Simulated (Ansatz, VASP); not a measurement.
**One calculation of Ti, two programs**

```xyz
1
Lattice="0.0000 2.0300 2.0503 2.0300 0.0000 2.0503 2.0300 2.0300 0.0000" Properties=species:S:1:pos:R:3 pbc="T T T"
Ti    0.0000    0.0000    0.0000
```

Change from the starting cell: zz strain of +1 %.

Alike in both runs: task single point; functional LDA; k mesh 14 × 14 × 14; occupations fermi-dirac, width 0.05 eV; no spin polarisation.

|  | VASP | Ansatz |
| --- | --- | --- |
| version | VASP 6.6.1 | Ansatz 0.2.0 |
| potentials or method | VASP PAW LDA potentials, release 64 (Ti_sv), cutoff 520 eV | all-electron LAPW, scalar-relativistic |

```tsv
	VASP	Ansatz	Ansatz less VASP
pressure (GPa)	-6.0	-5.9	+0.13
traceless stress, the component that is largest in VASP (GPa)	-0.16	-0.16	+0.002
```

LDA's correlation is that of Perdew and Zunger in VASP and of Perdew and Wang (1992) in Ansatz. Ansatz ran all-electron here, and VASP with PAW potentials.
